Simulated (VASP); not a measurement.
# Ca (Fm-3m) in VASP: further runs

The runs below take Ca through single point, relaxation of cell and atoms, with PBE.

Everything below comes from runs of VASP 6.6.1. Logs are shortened: lines on timing, memory, paths and dates and some standing lists are left out, and cuts for length are marked.

## Step 1: The cell of the first run

The structure is cubic, space group Fm-3m (No. 225). The conventional cell has a = 5.525 Å, b = 5.525 Å, c = 5.525 Å, α = 90.00°, β = 90.00°, γ = 90.00°. Within 5.1 Å of Ca (site symmetry m-3m) lie 12 Ca at 3.91 Å.

## Step 2: Single point, PBE

Contents of INCAR:

```
SYSTEM = Ca
PREC = Accurate ; ENCUT = 520
EDIFF = 1E-7 ; ISMEAR = -1
SIGMA = 0.05 ; LREAL = .FALSE.
LASPH = .TRUE. ; NELM = 100
ALGO = Normal ; ISIF = 2
LWAVE = .FALSE. ; LCHARG = .FALSE.
GGA = PE ; NBANDS = 11
```

Contents of KPOINTS:

```
regular mesh
0
G
  12 12 12
  0 0 0
```

Contents of POSCAR:

```
Ca
1.0
    0.0000000000      2.7626491123      2.7626491123
    2.7626491123      0.0000000000      2.7626491123
    2.7626491123      2.7626491123      0.0000000000
Ca
1
Direct
    0.0000000000      0.0000000000      0.0000000000
```

Potentials or basis: VASP PAW PBE potentials, release 64 (Ca_sv).

The run is started by

```
$ cat potpaw_PBE.64/Ca_sv/POTCAR > POTCAR
$ mpirun -np 1 vasp_std > vasp.out
```

OUTCAR:

```text
SYSTEM = Ca
   PREC = Accurate
   ENCUT = 520
   EDIFF = 1E-7
   ISMEAR = -1
   LREAL = .FALSE.
   LASPH = .TRUE.
   NELM = 100
   ISIF = 2
   GGA = PE

 ion  position               nearest neighbor table
   1  0.000  0.000  0.000-

  LATTYP: Found a face centered cubic cell.
 ALAT       =     5.5252982246

  Lattice vectors:

 A1 = (   0.0000000000,   2.7626491123,   2.7626491123)
 A2 = (   2.7626491123,   0.0000000000,   2.7626491123)
 A3 = (   2.7626491123,   2.7626491123,   0.0000000000)

Analysis of symmetry for initial positions (statically):
=====================================================================
 Subroutine PRICEL returns:
 Original cell was already a primitive cell.

 Routine SETGRP: Setting up the symmetry group for a
 face centered cubic supercell.

 Subroutine GETGRP returns: Found 48 space group operations
 (whereof 48 operations were pure point group operations)
 out of a pool of 48 trial point group operations.

The static configuration has the point symmetry O_h .

Analysis of symmetry for dynamics (positions and initial velocities):
=====================================================================
 Subroutine PRICEL returns:
 Original cell was already a primitive cell.

 Routine SETGRP: Setting up the symmetry group for a
 face centered cubic supercell.

 Subroutine GETGRP returns: Found 48 space group operations
 (whereof 48 operations were pure point group operations)
 out of a pool of 48 trial point group operations.

The dynamic configuration has the point symmetry O_h .

 Subroutine INISYM returns: Found 48 space group operations
 (whereof 48 operations are pure point group operations),
 and found     1 'primitive' translations

----------------------------------------------------------------------------------------

                                     Primitive cell

  volume of cell :      42.1703

  direct lattice vectors                    reciprocal lattice vectors
     0.000000000  2.762649112  2.762649112    -0.180985706  0.180985706  0.180985706
     2.762649112  0.000000000  2.762649112     0.180985706 -0.180985706  0.180985706
     2.762649112  2.762649112  0.000000000     0.180985706  0.180985706 -0.180985706

  length of vectors
     3.906975843  3.906975843  3.906975843     0.313476438  0.313476438  0.313476438

  position of ions in fractional coordinates (direct lattice)
     0.000000000  0.000000000  0.000000000

  ion indices of the primitive-cell ions
   primitive index   ion index
                 1           1

----------------------------------------------------------------------------------------

 KPOINTS: regular mesh

Automatic generation of k-mesh.
 Grid dimensions read from file:
 generate k-points for:   12   12   12

 Generating k-lattice:

  Cartesian coordinates                     Fractional coordinates (reciprocal lattice)
    -0.015082142  0.015082142  0.015082142     0.083333333  0.000000000  0.000000000
     0.015082142 -0.015082142  0.015082142     0.000000000  0.083333333  0.000000000
     0.015082142  0.015082142 -0.015082142     0.000000000  0.000000000  0.083333333

  Length of vectors
     0.026123037  0.026123037  0.026123037

  Shift w.r.t. Gamma in fractional coordinates (k-lattice)
     0.000000000  0.000000000  0.000000000

 Subroutine IBZKPT returns following result:
 ===========================================

 Found     72 irreducible k-points:

 Following reciprocal coordinates:
            Coordinates               Weight
  0.000000  0.000000  0.000000      1.000000
  0.083333  0.000000  0.000000      8.000000
  0.166667  0.000000  0.000000      8.000000
  0.250000  0.000000  0.000000      8.000000
  0.333333  0.000000  0.000000      8.000000
  0.416667  0.000000  0.000000      8.000000
[... 16 lines left out ...]
  0.500000  0.166667  0.000000     24.000000
 -0.416667  0.166667  0.000000     24.000000
 [... further k-points ...]
   k-points           NKPTS =     72   k-points in BZ     NKDIM =     72   number of bands    NBANDS=     11
   number of dos      NEDOS =    301   number of ions     NIONS =      1
   total plane-waves  NPLWV =  27000
   dimension x,y,z NGX =    30 NGY =   30 NGZ =   30
   dimension x,y,z NGXF=    60 NGYF=   60 NGZF=   60
   ions per type =               1
   NGX,Y,Z   is equivalent  to a cutoff of  12.77, 12.77, 12.77 a.u.
   NGXF,Y,Z  is equivalent  to a cutoff of  25.53, 25.53, 25.53 a.u.
 SYSTEM =  Ca
   PREC   = accura    normal or accurate (medium, high low for compatibility)
   ISTART =      0    job   : 0-new  1-cont  2-samecut
   ICHARG =      2    charge: 1-file 2-atom 10-const
   ISPIN  =      1    spin polarized calculation?
   LNONCOLLINEAR =      F non collinear calculations
   LSORBIT =      F    spin-orbit coupling
   LASPH  =      T    aspherical Exc in radial PAW
   ENCUT  =  520.0 eV  38.22 Ry    6.18 a.u.   7.26  7.26  7.26*2*pi/ulx,y,z
   NELM   =    100;   NELMIN=  2; NELMDL= -5     # of ELM steps
   EDIFF  = 0.1E-06   stopping-criterion for ELM
   LREAL  =      F    real-space projection
   EDIFFG = 0.1E-05   stopping-criterion for IOM
   NSW    =      0    number of steps for IOM
   IBRION =     -1    ionic relax: 0-MD 1-quasi-New 2-CG
   NFREE  =      0    steps in history (QN), initial steepest desc. (CG)
   ISIF   =      2    stress and relaxation
   ISYM   =      2    0-nonsym 1-usesym 2-fastsym
   POTIM  = 0.5000    time-step for ionic-motion
   TEBEG  =    0.0;   TEEND  =   0.0 temperature during run
   PSTRESS=    0.0 pullay stress
   NELECT =      10.0000    total number of electrons
   NUPDOWN=      -1.0000    fix difference up-down
   EMIN   =  10.00;   EMAX   =-10.00  energy-range for DOS
   EFERMI =   0.00;   METHOD = LEGACY
   ISMEAR =    -1;   SIGMA  =   0.05  broadening in eV -4-tet -1-fermi 0-gaus
   EFERMI_NEDOS =   21; number of points for ismear=-14 and -15
   IALGO  =     38    algorithm
   IMIX   =      4    mixing-type and parameters
     AMIX     =   0.40;   BMIX     =  1.00
     AMIX_MAG =   1.60;   BMIX_MAG =  1.00
  volume/ion in A,a.u.               =      42.17       284.58
  Fermi-wavevector in a.u.,A,eV,Ry     =   1.013302  1.914864 13.970216  1.026782
  Thomas-Fermi vector in A             =   2.146463
   LORBIT       =      0    0 simple, 1 ext, 2 COOP (PROOUT), +10 PAW based schemes
   GGA     = PE    functional components
[... 5 lines left out ...]
 non-spin polarized calculation
  energy-cutoff  :      520.00
  volume of cell :       42.17
 maximum number of plane-waves:      1158
 NGX is ok and might be reduce to    30
   NGX = 15   NGY = 15   NGZ = 15

 number of electron      10.0000001 magnetization

 Free energy of the ion-electron system (eV)
  ---------------------------------------------------
  ext. energy  EPLUGINS =         0.00000000
  ---------------------------------------------------
  free energy    TOTEN  =        -1.93396759 eV

  energy without entropy =       -1.92165070  energy(sigma->0) =       -1.92780915

 E-fermi :   1.9616     XC(G=0):  -7.7379

 val. band max:        1.9613421695   @ k =  -0.4167   0.1667   0.0000
 cond. band min:       1.9701012463   @ k =  -0.3333   0.3333   0.1667
 fundamental gap:      0.0087590768
 Fermi energy:         1.9616174526

 k-point     1 :       0.0000    0.0000    0.0000
  band No.  band energies     occupation
      1     -40.0522      2.00000
      2     -20.9692      2.00000
      3     -20.9692      2.00000
      4     -20.9692      2.00000
      5      -2.0642      2.00000
      6       4.3013      0.00000
      7       4.3013      0.00000
      8       4.3013      0.00000
      9       5.3723      0.00000
     10       5.3723      0.00000
     11      11.0836      0.00000

 k-point     2 :       0.0833    0.0000    0.0000
  band No.  band energies     occupation
      1     -40.0513      2.00000
      2     -20.9787      2.00000
      3     -20.9705      2.00000
      4     -20.9705      2.00000
      5      -1.9453      2.00000
      6       4.1732      0.00000
      7       4.3462      0.00000
      8       4.3462      0.00000
      9       5.3334      0.00000
     10       5.3334      0.00000
     11      11.2212      0.00000

 k-point     3 :       0.1667    0.0000    0.0000
  band No.  band energies     occupation
      1     -40.0488      2.00000
      2     -21.0043      2.00000
      3     -20.9740      2.00000
      4     -20.9740      2.00000
      5      -1.5968      2.00000
      6       3.8376      0.00000
      7       4.4343      0.00000
      8       4.4343      0.00000
      9       5.2825      0.00000
     10       5.2825      0.00000
     11      10.6675      0.00000

 k-point     4 :       0.2500    0.0000    0.0000
  band No.  band energies     occupation
      1     -40.0454      2.00000
      2     -21.0391      2.00000
      3     -20.9788      2.00000
      4     -20.9788      2.00000
      5      -1.0438      2.00000
      6       3.3811      0.00000
      7       4.4356      0.00000
      8       4.4356      0.00000
      9       5.3828      0.00000
     10       5.3828      0.00000
     11       9.3584      0.00000

 k-point     5 :       0.3333    0.0000    0.0000
  band No.  band energies     occupation
      1     -40.0420      2.00000
      2     -21.0735      2.00000
      3     -20.9837      2.00000
      4     -20.9837      2.00000
      5      -0.3330      2.00000
      6       2.8501      0.00000
      7       4.3306      0.00000
      8       4.3306      0.00000
      9       5.6567      0.00000
     10       5.6567      0.00000
     11       8.2317      0.00000
[... 211 lines left out ...]
 k-point    21 :       0.3333    0.1667    0.0000
  band No.  band energies     occupation
      1     -40.0420      2.00000
      2     -21.0538      2.00000
      3     -20.9934      2.00000
      4     -20.9931      2.00000
      5      -0.4473      2.00000
      6       3.1165      0.00000
      7       4.0533      0.00000
      8       4.6689      0.00000
      9       5.2230      0.00000
     10       5.8126      0.00000
     11       9.0623      0.00000

 k-point    22 :       0.4167    0.1667    0.0000
  band No.  band energies     occupation
      1     -40.0392      2.00000
      2     -21.0787      2.00000
      3     -21.0014      2.00000
      4     -20.9962      2.00000
      5       0.2782      2.00000
      6       2.6722      0.00000
      7       3.8364      0.00000
      8       4.5826      0.00000
      9       5.6594      0.00000
     10       6.0264      0.00000
     11       7.8693      0.00000

 k-point    23 :       0.5000    0.1667    0.0000
  band No.  band energies     occupation
      1     -40.0375      2.00000
      2     -21.0936      2.00000
      3     -21.0087      2.00000
      4     -20.9963      2.00000
      5       1.0474      2.00000
      6       2.1202      0.08054
      7       3.7383      0.00000
      8       4.4948      0.00000
      9       6.0789      0.00000
     10       6.0851      0.00000
     11       7.1182      0.00000

 k-point    24 :      -0.4167    0.1667    0.0000
  band No.  band energies     occupation
      1     -40.0373      2.00000
      2     -21.0948      2.00000
      3     -21.0133      2.00000
      4     -20.9935      2.00000
      5       1.2664      2.00000
      6       1.9613      1.00275
      7       3.6999      0.00000
      8       4.4625      0.00000
      9       5.9004      0.00000
     10       6.2956      0.00000
     11       7.0799      0.00000

 [... further k-points ...]

------------------------ aborting loop because EDIFF is reached ----------------------------------------

  FORCE on cell =-STRESS in cart. coord.  units (eV):
  Direction    XX          YY          ZZ          XY          YZ          ZX
  --------------------------------------------------------------------------------------
  -------------------------------------------------------------------------------------
  Total        0.0065742      0.0065742      0.0065742      0.0000000      0.0000000      0.0000000
  in kB        0.2497747      0.2497747      0.2497747      0.0000000      0.0000000      0.0000000
  external PRESSURE =       0.2497747 kB  Pullay stress =       0.0000000 kB

 VOLUME and BASIS-vectors are now :
 -----------------------------------------------------------------------------
  energy-cutoff  :      520.00
  volume of cell :       42.17
      direct lattice vectors                 reciprocal lattice vectors
     0.000000000  2.762649112  2.762649112    -0.180985706  0.180985706  0.180985706
     2.762649112  0.000000000  2.762649112     0.180985706 -0.180985706  0.180985706
     2.762649112  2.762649112  0.000000000     0.180985706  0.180985706 -0.180985706

 POSITION                                       TOTAL-FORCE (eV/Angst)
 -----------------------------------------------------------------------------------
      0.00000      0.00000      0.00000        -0.000000     -0.000000     -0.000000
 -----------------------------------------------------------------------------------
    total drift:                               -0.000000     -0.000000     -0.000000

  FREE ENERGIE OF THE ION-ELECTRON SYSTEM (eV)
  ---------------------------------------------------
  free  energy   TOTEN  =        -1.9339675909 eV

  energy  without entropy=       -1.9216507003  energy(sigma->0) =       -1.92780915
```

It used 41 s of CPU time on 1 thread of AMD EPYC 7R13 Processor (Zen 3) (shared host).

Results:

```yaml
Free_energy: -1.9340 eV
Pressure: 0.0 GPa
Band_gap_on_the_k_mesh: zero (band 5 reaches 2.16 eV, above the bottom of band 6 at 1.80 eV)
```

Levels at points of the mesh, in eV from the Fermi level:
| k point | band 3 | band 4 | band 5 | band 6 | band 7 | band 8 |
| --- | --- | --- | --- | --- | --- | --- |
| (0.00, 0.00, 0.00) | -22.93 | -22.93 | -4.03 | 2.34 | 2.34 | 2.34 |
| (0.50, 0.00, 0.00) | -22.95 | -22.95 | -0.99 | -0.16 | 2.22 | 2.22 |
| (0.50, 0.50, 0.00) | -22.98 | -22.98 | -0.45 | 0.58 | 0.97 | 4.09 |

(Part 1 of 2 ends here.)
